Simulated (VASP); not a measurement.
## N: single point with PBEsol

The system is N.

```
CELL_PARAMETERS angstrom
5.84936 0.00000 0.00000
0.00000 5.84936 0.00000
0.00000 0.00000 5.84936
ATOMIC_POSITIONS crystal
N 0.00006 0.00006 0.00006
N 0.49994 0.99994 0.50006
N 0.50006 0.49994 0.99994
N 0.99994 0.50006 0.49994
```

```yaml
Program: VASP 6.6.1
Task: single point
Functional: PBEsol
Potentials_or_basis: VASP PAW PBE potentials, release 64 (N)
Cutoff: 520 eV
k_mesh: 4 × 4 × 4
Occupations: gaussian, width 0.05 eV
Spin: collinear spin, ferromagnetic start
Starting_moments: "[3.24, 3.24, 3.24, 3.24] μB"
```

```json
{
 "Pressure": "0.0 GPa",
 "Band gap on the k mesh": "3.34 eV",
 "Net moment": "12.00 μB per cell",
 "Site moments": "N +1.94 μB",
 "Valence electrons inside the program's atomic spheres": "N 3.27"
}
```

Levels at points of the mesh, in eV from the valence-band top:
Spin up:
```
           k point  band 12  band 13  band 14  band 15  band 16  band 17  band 18  band 19  band 20  band 21
(0.00, 0.00, 0.00)    -0.17    -0.17     0.00     0.00     0.00     7.00    10.66    10.66    10.66    11.40
(0.50, 0.00, 0.00)    -0.19    -0.09    -0.09    -0.09    -0.09     8.27     8.27    11.23    11.23    11.85
(0.50, 0.50, 0.00)    -0.21    -0.06    -0.06    -0.06    -0.06     9.34     9.34     9.34     9.34    12.47
(0.50, 0.50, 0.50)    -0.06    -0.06    -0.06    -0.06    -0.06    10.22    10.22    10.22    10.22    10.31
```
Spin down:
```tsv
k point	band 1	band 2	band 3	band 4	band 5	band 6	band 7	band 8	band 9
(0.00, 0.00, 0.00)	-7.27	-7.06	-7.06	-7.06	3.48	3.48	3.48	4.16	4.16
(0.50, 0.00, 0.00)	-7.17	-7.17	-7.06	-7.06	3.80	3.80	3.80	3.80	3.85
(0.50, 0.50, 0.00)	-7.11	-7.11	-7.11	-7.11	3.63	3.63	3.63	3.63	4.05
(0.50, 0.50, 0.50)	-7.11	-7.11	-7.11	-7.11	3.34	3.34	3.34	3.34	4.38
```

Wall time 36 s on 1 thread of Intel(R) Xeon(R) 6975P-C (Granite Rapids), on a shared host, peak memory 0.39 GiB.

Caveat: the PAW data sets were made with another functional, which shifts forces and pressure a little. PBEsol gaps usually lie below the measured ones, often by a third to a half.
